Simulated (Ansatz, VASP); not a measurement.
# Mg in VASP and in Ansatz

The input INCAR:

```
ALGO = Normal ; EDIFF = 1E-6
ENCUT = 520 ; GGA = PS
ISIF = 2 ; ISMEAR = -1
LASPH = True ; LCHARG = False
LREAL = False ; LWAVE = False
NBANDS = 7 ; NELM = 80
PREC = Accurate ; SIGMA = 0.05
```

Contents of KPOINTS:

```
k-points
0
Gamma
  16 16 16
```

Contents of POSCAR:

```
Mg
1.0
   -1.4322050000      1.4322050000      1.4765000000
    1.4322050000     -1.4322050000      1.4765000000
    1.4322050000      1.4322050000     -1.4765000000
Mg
1
Direct
    0.0000000000      0.0000000000      0.0000000000
```

Input for Ansatz:

```yaml
crystal:
  lattice:
    - [-1.432205, 1.432205, 1.4765]
    - [1.432205, -1.432205, 1.4765]
    - [1.432205, 1.432205, -1.4765]
  atoms:
    - { symbol: Mg, position: [0.0, 0.0, 0.0] }
kpoints:
  mp_grid: { grid: [16, 16, 16] }
  band_path:
    path:
      - [0.0, 0.0, 0.0]
      - [0.0, 0.0, 0.5]
      - [0.25, 0.25, 0.25]
      - [0.0, 0.5, 0.0]
      - [0.0, 0.0, 0.0]
      - [0.5, 0.5, -0.5]
      - [0.485225, 0.514775, -0.485225]
      - [-0.485225, 0.485225, 0.485225]
      - [0.0, 0.0, 0.0]
    npoints: 5
scf:
  occupations: { method: fermi_dirac, width: 0.05 }
hamiltonian:
  xc: pbesol
  pseudopotentials: { kind: all_electron, lapw: { basis_error: 0.00025 } }
output:
  forces: true
  stress: true
  eigenvalues: true
```

Change from the starting cell: equal xx and yy strain of -3 %.

Alike in both runs: task single point; functional PBEsol; k mesh 16 × 16 × 16; occupations fermi-dirac, width 0.05 eV; no spin polarisation.

```csv
,VASP,Ansatz
version,VASP 6.6.1,Ansatz 0.2.0
potentials or method,"VASP PAW PBE potentials, release 64 (Mg), cutoff 520 eV","all-electron LAPW, scalar-relativistic"
```

```csv
,VASP,Ansatz,Ansatz less VASP
pressure (GPa),76.8,75.0,-1.80
"traceless stress, the component that is largest in VASP (GPa)",-1.88,-1.84,+0.038
```

VASP's potentials were made for PBE, not for PBEsol. Both programs put the cell under a high pressure, so it lies far from rest at this level. Ansatz ran all-electron here, and VASP with PAW potentials.

Noted on VASP's run: the cell as given lies far from equilibrium.
